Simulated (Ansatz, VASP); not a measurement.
# Mg2NCl: VASP beside Ansatz

The input INCAR:

```
PREC = Accurate ; ENCUT = 520
EDIFF = 1E-6 ; ISMEAR = 0
SIGMA = 0.01 ; LREAL = F
LASPH = T ; NELM = 80
ALGO = Normal ; ISIF = 2
LWAVE = F ; LCHARG = T
GGA = PE ; LELF = T
LVHAR = T ; NBANDS = 16
```

File KPOINTS:

```
regular mesh
0
Gamma
  8 8 8
```

Contents of POSCAR:

```
Mg2NCl
1.0
    1.6761008629      0.9676972844      6.0670448912
   -1.6761008629      0.9676972844      6.0670448912
    0.0000000000     -1.9353945688      6.0670448912
Mg N Cl
2 1 1
Direct
    0.2227874665      0.2227874665      0.2227874665
    0.7772125335      0.7772125335      0.7772125335
    0.5000000000      0.5000000000      0.5000000000
    0.0000000000      0.0000000000      0.0000000000
```

Input for Ansatz:

```yaml
crystal:
  lattice:
    - [1.6761008629, 0.9676972844, 6.0670448912]
    - [-1.6761008629, 0.9676972844, 6.0670448912]
    - [0.0, -1.9353945688, 6.0670448912]
  atoms:
    - { symbol: Mg, position: [0.2227874665, 0.2227874665, 0.2227874665] }
    - { symbol: Mg, position: [0.7772125335, 0.7772125335, 0.7772125335] }
    - { symbol: "N", position: [0.5, 0.5, 0.5] }
    - { symbol: Cl, position: [0.0, 0.0, 0.0] }
kpoints:
  mp_grid: { grid: [8, 8, 8] }
hamiltonian:
  xc: pbe
scf:
  occupations: { method: fixed }
  n_extra_bands: 5
output:
  forces: true
  stress: true
  eigenvalues: true
```

Alike in both runs: task single point; functional PBE; k mesh 8 × 8 × 8; no spin polarisation.

|  | VASP | Ansatz |
| --- | --- | --- |
| version | VASP 6.6.1 | Ansatz 0.2.0 |
| potentials or method | VASP PAW PBE potentials, release 64 (Mg, N, Cl) | plane waves, PAW |
| plane-wave cutoff (eV) | 520 | 420 |
| occupations | gaussian, width 0.01 eV | fixed |
| valence electrons in the cell | 16 | 32 |

Ansatz gave:

| Property | Result |
| --- | --- |
| gap on the k mesh at the Fermi level (eV) | 2.05 |
| pressure (GPa) | -2.4 |
| traceless stress, the component that is largest in VASP (GPa) | 0.29 |
| rms of the force components (eV/Å) | 0.049 |

**Question.** Estimate VASP's values.

**Answer.** gap on the k mesh at the Fermi level (eV): 2.01; pressure (GPa): -2.8; traceless stress, the component that is largest in VASP (GPa): 0.19; rms of the force components (eV/Å): 0.070.

Atom by atom the forces differ by 0.020 eV/Å (rms over components). VASP's potentials hold 16 valence electrons a cell and Ansatz's 32, so a difference there can come from the potentials and not from the codes.
